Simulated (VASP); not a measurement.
Input of a VASP 6.6.1 run:

The input INCAR:

```
  ALGO = Normal
  EDIFF = 1E-7
  EDIFFG = -0.01
  ENCUT = 750
  GGA = LIBXC
  GGA_COMPAT = F
  IBRION = 2
  ISIF = 3
  ISMEAR = -1
  LASPH = T
  LCHARG = F
  LIBXC1 = GGA_X_B88
  LIBXC2 = GGA_C_PBE
  LREAL = F
  LWAVE = F
  NELM = 120
  NELMIN = 4
  NSW = 60
  PREC = Accurate
  SIGMA = 0.05
```

File KPOINTS:

```
k-points
0
Gamma
  11 11 11
```

File POSCAR:

```
Li
1.0
   -1.7546500000      1.7546500000      1.7546500000
    1.7546500000     -1.7546500000      1.7546500000
    1.7546500000      1.7546500000     -1.7546500000
Li
1
Direct
    0.0000000000      0.0000000000      0.0000000000
```

Potentials or basis: VASP PAW PBE potentials, release 64 (Li_sv).

The run is started by

```sh
$ cat potpaw_PBE.64/Li_sv/POTCAR > POTCAR
$ mpirun -np 1 vasp_std > vasp.out
```

Q: Estimate the relaxed cell.

A: a = 3.003 Å, b = 3.003 Å, c = 3.003 Å, α = 109.47°, β = 109.47°, γ = 109.47°.

Q: Predict the band gap on the k mesh.

A: Zero (an odd number of electrons rules out a gap without spin polarisation).

Final structure:
```
Li
1.0
    -1.73385    1.73385    1.73385
     1.73385   -1.73385    1.73385
     1.73385    1.73385   -1.73385
Li
1
Direct
  0.00000 0.00000 0.00000
```

Caveat: the PAW data sets were made with another functional, which shifts forces and pressure a little.

The cell as given is a measured one (21.61 Å³/atom); b88 exchange, pbe correlation puts the equilibrium volume -3.5 % from it, thermal expansion not counted.
